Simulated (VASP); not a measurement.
# Zn (P6_3/mmc) in VASP: single point with PBE

Aim: the single point of Zn with PBE.

Everything below comes from runs of VASP 6.6.1. Logs are shortened: lines on timing, memory, paths and dates and some standing lists are left out, and cuts for length are marked.

## (1) The cell of the first run

It takes space group P6_3/mmc (No. 194, hexagonal). Conventional cell: a = 2.665 Å, b = 2.665 Å, c = 4.947 Å, α = 90.00°, β = 90.00°, γ = 120.00°. Within 3.5 Å of Zn (site symmetry -6m2) lie 12 Zn at 2.66 to 2.91 Å.

## (2) Single point, PBE

INCAR

```
SYSTEM = Zn
  PREC = Accurate
  ENCUT = 500
  EDIFF = 1E-6
  ISMEAR = 0
  SIGMA = 0.1
  LREAL = .FALSE.
  LASPH = .TRUE.
  NELM = 120
  ALGO = Normal
  ISIF = 2
  LWAVE = .FALSE.
  LCHARG = .FALSE.
  GGA = PE
  NBANDS = 19
  GGA_COMPAT = .FALSE.
```

KPOINTS

```
Automatic mesh
0
G
  6 6 4
  0 0 0
```

POSCAR

```
Zn
1.0
    2.6647980532      0.0000000000      0.0000000000
   -1.3323990266      2.3077828100      0.0000000000
    0.0000000000      0.0000000000      4.9467000000
Zn
2
Direct
    0.3333333333      0.6666666667      0.2500000000
    0.6666666667      0.3333333333      0.7500000000
```

Potentials or basis: VASP PAW PBE potentials, release 64 (Zn).

The run is started by

```
$ cat potpaw_PBE.64/Zn/POTCAR > POTCAR
$ mpirun -np 1 vasp_std > vasp.out
```

OUTCAR:

```text
SYSTEM = Zn
   PREC = Accurate
   ENCUT = 500
   EDIFF = 1E-6
   ISMEAR = 0
   LREAL = .FALSE.
   LASPH = .TRUE.
   NELM = 120
   ISIF = 2
   GGA = PE

 ion  position               nearest neighbor table
   1  0.333  0.667  0.250-   2 2.91   2 2.91   2 2.91   2 2.91   2 2.91   2 2.91
   2  0.667  0.333  0.750-   1 2.91   1 2.91   1 2.91   1 2.91   1 2.91   1 2.91

  LATTYP: Found a hexagonal cell.
 ALAT       =     2.6647980532
 C/A-ratio  =     1.8563132745

  Lattice vectors:

 A1 = (   2.6647980532,   0.0000000000,   0.0000000000)
 A2 = (  -1.3323990266,   2.3077828100,   0.0000000000)
 A3 = (   0.0000000000,   0.0000000000,   4.9467000000)

Analysis of symmetry for initial positions (statically):
=====================================================================
 Subroutine PRICEL returns:
 Original cell was already a primitive cell.

 Routine SETGRP: Setting up the symmetry group for a
 hexagonal supercell.

 Subroutine GETGRP returns: Found 24 space group operations
 (whereof 12 operations were pure point group operations)
 out of a pool of 24 trial point group operations.

The static configuration has the point symmetry D_3d.
 The point group associated with its full space group is D_6h.

Analysis of symmetry for dynamics (positions and initial velocities):
=====================================================================
 Subroutine PRICEL returns:
 Original cell was already a primitive cell.

 Routine SETGRP: Setting up the symmetry group for a
 hexagonal supercell.

 Subroutine GETGRP returns: Found 24 space group operations
 (whereof 12 operations were pure point group operations)
 out of a pool of 24 trial point group operations.

The dynamic configuration has the point symmetry D_3d.
 The point group associated with its full space group is D_6h.

 Subroutine INISYM returns: Found 24 space group operations
 (whereof 12 operations are pure point group operations),
 and found     1 'primitive' translations

----------------------------------------------------------------------------------------

                                     Primitive cell

  volume of cell :      30.4211

  direct lattice vectors                    reciprocal lattice vectors
     2.664798053  0.000000000  0.000000000     0.375262958  0.216658170  0.000000000
    -1.332399027  2.307782810  0.000000000     0.000000000  0.433316340  0.000000000
     0.000000000  0.000000000  4.946700000     0.000000000  0.000000000  0.202154972

  length of vectors
     2.664798053  2.664798053  4.946700000     0.433316340  0.433316340  0.202154972

  position of ions in fractional coordinates (direct lattice)
     0.333333333  0.666666667  0.250000000
     0.666666667  0.333333333  0.750000000

  ion indices of the primitive-cell ions
   primitive index   ion index
                 1           1
                 2           2

----------------------------------------------------------------------------------------

 KPOINTS: Automatic mesh

Automatic generation of k-mesh.
 Grid dimensions read from file:
 generate k-points for:    6    6    4

 Generating k-lattice:

  Cartesian coordinates                     Fractional coordinates (reciprocal lattice)
     0.062543826  0.036109695  0.000000000     0.166666667 -0.000000000  0.000000000
     0.000000000  0.072219390  0.000000000     0.000000000  0.166666667  0.000000000
     0.000000000  0.000000000  0.050538743     0.000000000  0.000000000  0.250000000

  Length of vectors
     0.072219390  0.072219390  0.050538743

  Shift w.r.t. Gamma in fractional coordinates (k-lattice)
     0.000000000  0.000000000  0.000000000

 Subroutine IBZKPT returns following result:
 ===========================================

 Found     21 irreducible k-points:

 Following reciprocal coordinates:
            Coordinates               Weight
  0.000000  0.000000  0.000000      1.000000
  0.166667  0.000000  0.000000      6.000000
  0.333333  0.000000  0.000000      6.000000
  0.500000 -0.000000  0.000000      3.000000
  0.166667  0.166667  0.000000      6.000000
  0.333333  0.166667  0.000000     12.000000
[... 13 lines left out ...]
  0.333333  0.166667  0.500000     12.000000
  0.333333  0.333333  0.500000      2.000000
   k-points           NKPTS =     21   k-points in BZ     NKDIM =     21   number of bands    NBANDS=     19
   number of dos      NEDOS =    301   number of ions     NIONS =      2
   total plane-waves  NPLWV =  14400
   dimension x,y,z NGX =    20 NGY =   20 NGZ =   36
   dimension x,y,z NGXF=    40 NGYF=   40 NGZF=   72
   ions per type =               2
   NGX,Y,Z   is equivalent  to a cutoff of  12.48, 12.48, 12.10 a.u.
   NGXF,Y,Z  is equivalent  to a cutoff of  24.95, 24.95, 24.20 a.u.
 SYSTEM =  Zn
   PREC   = accura    normal or accurate (medium, high low for compatibility)
   ISTART =      0    job   : 0-new  1-cont  2-samecut
   ICHARG =      2    charge: 1-file 2-atom 10-const
   ISPIN  =      1    spin polarized calculation?
   LNONCOLLINEAR =      F non collinear calculations
   LSORBIT =      F    spin-orbit coupling
   LASPH  =      T    aspherical Exc in radial PAW
   ENCUT  =  500.0 eV  36.75 Ry    6.06 a.u.   4.86  4.86  9.02*2*pi/ulx,y,z
   NELM   =    120;   NELMIN=  2; NELMDL= -5     # of ELM steps
   EDIFF  = 0.1E-05   stopping-criterion for ELM
   LREAL  =      F    real-space projection
   EDIFFG = 0.1E-04   stopping-criterion for IOM
   NSW    =      0    number of steps for IOM
   IBRION =     -1    ionic relax: 0-MD 1-quasi-New 2-CG
   NFREE  =      0    steps in history (QN), initial steepest desc. (CG)
   ISIF   =      2    stress and relaxation
   ISYM   =      2    0-nonsym 1-usesym 2-fastsym
   POTIM  = 0.5000    time-step for ionic-motion
   TEBEG  =    0.0;   TEEND  =   0.0 temperature during run
   PSTRESS=    0.0 pullay stress
   NELECT =      24.0000    total number of electrons
   NUPDOWN=      -1.0000    fix difference up-down
   EMIN   =  10.00;   EMAX   =-10.00  energy-range for DOS
   EFERMI =   0.00;   METHOD = LEGACY
   ISMEAR =     0;   SIGMA  =   0.10  broadening in eV -4-tet -1-fermi 0-gaus
   EFERMI_NEDOS =   21; number of points for ismear=-14 and -15
   IALGO  =     38    algorithm
   IMIX   =      4    mixing-type and parameters
     AMIX     =   0.40;   BMIX     =  1.00
     AMIX_MAG =   1.60;   BMIX_MAG =  1.00
  volume/ion in A,a.u.               =      15.21       102.65
  Fermi-wavevector in a.u.,A,eV,Ry     =   1.512703  2.858594 31.133805  2.288270
  Thomas-Fermi vector in A             =   2.622592
   LORBIT       =      0    0 simple, 1 ext, 2 COOP (PROOUT), +10 PAW based schemes
   GGA     = PE    functional components
   LHFCALC =     F    Hartree Fock is set to
   AEXX    =    0.0000 exact exchange contribution
   IVDW    =     0    specifies the selected vdW correction
   LEPSILON=     F    determine dielectric tensor
   LRPA    =     F    only Hartree local field effects (RPA)
 non-spin polarized calculation
 Gauss-broadening in eV      SIGMA  =   0.10
  energy-cutoff  :      500.00
  volume of cell :       30.42
 maximum number of plane-waves:       792
 NGX is ok and might be reduce to    20
   NGX =  9   NGY =  9   NGZ = 19

 number of electron      23.9999979 magnetization

 Free energy of the ion-electron system (eV)
  ---------------------------------------------------
  ext. energy  EPLUGINS =         0.00000000
  ---------------------------------------------------
  free energy    TOTEN  =        -2.16068524 eV

  energy without entropy =       -2.15636223  energy(sigma->0) =       -2.15852374

 E-fermi :   3.3884     XC(G=0): -11.5477

 val. band max:        3.2581473997   @ k =   0.3333   0.3333   0.0000
 cond. band min:       3.3945863204   @ k =   0.0000   0.0000   0.2500
 fundamental gap:      0.1364389207
 Fermi energy:         3.3884220353

 k-point     1 :       0.0000    0.0000    0.0000
  band No.  band energies     occupation
      1      -7.2863      2.00000
      2      -5.4794      2.00000
      3      -4.7789      2.00000
      4      -4.5542      2.00000
      5      -4.5542      2.00000
      6      -4.5043      2.00000
[... 11 lines left out ...]
     18      22.1877      0.00000
     19      22.1879      0.00000

 k-point     2 :       0.1667    0.0000    0.0000
  band No.  band energies     occupation
      1      -6.4858      2.00000
      2      -5.1881      2.00000
      3      -4.7321      2.00000
      4      -4.6105      2.00000
      5      -4.5143      2.00000
      6      -4.4100      2.00000
[... 11 lines left out ...]
     18      19.4181      0.00000
     19      20.3851      0.00000

 k-point     3 :       0.3333    0.0000    0.0000
  band No.  band energies     occupation
      1      -5.2473      2.00000
      2      -5.1358      2.00000
      3      -4.8751      2.00000
      4      -4.5358      2.00000
      5      -4.4550      2.00000
      6      -4.3525      2.00000
[... 11 lines left out ...]
     18      17.8918      0.00000
     19      19.6128      0.00000

 k-point     4 :       0.5000   -0.0000    0.0000
  band No.  band energies     occupation
      1      -5.2892      2.00000
      2      -5.2020      2.00000
      3      -5.0409      2.00000
      4      -4.5601      2.00000
      5      -4.4052      2.00000
      6      -4.3938      2.00000
[... 11 lines left out ...]
     18      17.3901      0.00000
     19      18.5473      0.00000

 k-point     5 :       0.1667    0.1667    0.0000
  band No.  band energies     occupation
      1      -5.1993      2.00000
      2      -4.8888      2.00000
      3      -4.8226      2.00000
      4      -4.7332      2.00000
      5      -4.6238      2.00000
      6      -4.4709      2.00000
[... 11 lines left out ...]
     18      16.3096      0.00000
     19      17.6253      0.00000

 k-point     6 :       0.3333    0.1667    0.0000
  band No.  band energies     occupation
      1      -5.0507      2.00000
      2      -4.9515      2.00000
      3      -4.9499      2.00000
      4      -4.5572      2.00000
      5      -4.4345      2.00000
      6      -4.4288      2.00000
[... 11 lines left out ...]
     18      14.3468      0.00000
     19      15.7065      0.00000

 k-point     7 :       0.3333    0.3333    0.0000
  band No.  band energies     occupation
      1      -4.9017      2.00000
      2      -4.7167      2.00000
      3      -4.7167      2.00000
      4      -4.6372      2.00000
      5      -4.5620      2.00000
      6      -4.5620      2.00000
[... 11 lines left out ...]
     18       9.3316      0.00000
     19      11.8855      0.00000

 k-point     8 :       0.0000    0.0000    0.2500
  band No.  band energies     occupation
      1      -6.9159      2.00000
      2      -5.5335      2.00000
      3      -4.7628      2.00000
      4      -4.5570      2.00000
      5      -4.5570      2.00000
      6      -4.5198      2.00000
[... 190 lines left out ...]
 k-point    17 :       0.3333    0.0000    0.5000
  band No.  band energies     occupation
      1      -5.1631      2.00000
      2      -5.1631      2.00000
      3      -4.8815      2.00000
      4      -4.8815      2.00000
      5      -4.1817      2.00000
      6      -4.1817      2.00000
[... 11 lines left out ...]
     18      16.0438      0.00000
     19      18.9367      0.00000

 k-point    18 :       0.5000   -0.0000    0.5000
  band No.  band energies     occupation
      1      -5.2675      2.00000
      2      -5.2675      2.00000
      3      -4.9655      2.00000
      4      -4.9655      2.00000
      5      -4.1981      2.00000
      6      -4.1981      2.00000
[... 11 lines left out ...]
     18      15.0600      0.00000
     19      16.6833      0.00000

 k-point    19 :       0.1667    0.1667    0.5000
  band No.  band energies     occupation
      1      -4.9187      2.00000
      2      -4.9187      2.00000
      3      -4.7305      2.00000
      4      -4.7305      2.00000
      5      -4.6918      2.00000
      6      -4.6918      2.00000
[... 11 lines left out ...]
     18      12.3100      0.00000
     19      23.8067      0.00000

 k-point    20 :       0.3333    0.1667    0.5000
  band No.  band energies     occupation
      1      -5.0321      2.00000
      2      -5.0321      2.00000
      3      -4.8553      2.00000
      4      -4.8553      2.00000
      5      -4.3507      2.00000
      6      -4.3507      2.00000
[... 11 lines left out ...]
     18      12.9630      0.00000
     19      18.5974      0.00000

 k-point    21 :       0.3333    0.3333    0.5000
  band No.  band energies     occupation
      1      -4.8113      2.00000
      2      -4.8113      2.00000
      3      -4.6996      2.00000
      4      -4.6996      2.00000
      5      -4.5257      2.00000
      6      -4.5257      2.00000
[... 11 lines left out ...]
     18      15.1322      0.00000
     19      17.7478      0.00000

------------------------ aborting loop because EDIFF is reached ----------------------------------------

  FORCE on cell =-STRESS in cart. coord.  units (eV):
  Direction    XX          YY          ZZ          XY          YZ          ZX
  --------------------------------------------------------------------------------------
  -------------------------------------------------------------------------------------
  Total        0.1398300      0.1398300      0.5485721      0.0000000      0.0000000      0.0000000
  in kB        7.3643800      7.3643800     28.8914625      0.0000000      0.0000000      0.0000000
  external PRESSURE =      14.5400742 kB  Pullay stress =       0.0000000 kB

 VOLUME and BASIS-vectors are now :
 -----------------------------------------------------------------------------
  energy-cutoff  :      500.00
  volume of cell :       30.42
      direct lattice vectors                 reciprocal lattice vectors
     2.664798053  0.000000000  0.000000000     0.375262958  0.216658170  0.000000000
    -1.332399027  2.307782810  0.000000000     0.000000000  0.433316340  0.000000000
     0.000000000  0.000000000  4.946700000     0.000000000  0.000000000  0.202154972

 POSITION                                       TOTAL-FORCE (eV/Angst)
 -----------------------------------------------------------------------------------
     -0.00000      1.53852      1.23667         0.000000     -0.000000     -0.000000
      1.33240      0.76926      3.71002        -0.000000      0.000000      0.000000
 -----------------------------------------------------------------------------------
    total drift:                               -0.000000      0.000000      0.000000

  FREE ENERGIE OF THE ION-ELECTRON SYSTEM (eV)
  ---------------------------------------------------
  free  energy   TOTEN  =        -2.1606852401 eV

  energy  without entropy=       -2.1563622340  energy(sigma->0) =       -2.15852374
```

Run time: 13 s. Hardware: 1 thread of Intel Xeon 8259CL, shared host; peak memory 0.14 GiB.

What came out:

```
Free energy            : -2.1607 eV
Pressure               : 1.5 GPa
Band gap on the k mesh : zero (band 12 reaches 4.06 eV, above the bottom of band 13 at 0.08 eV)
```

Caveat: the k points lie up to 0.45 Å⁻¹ apart.
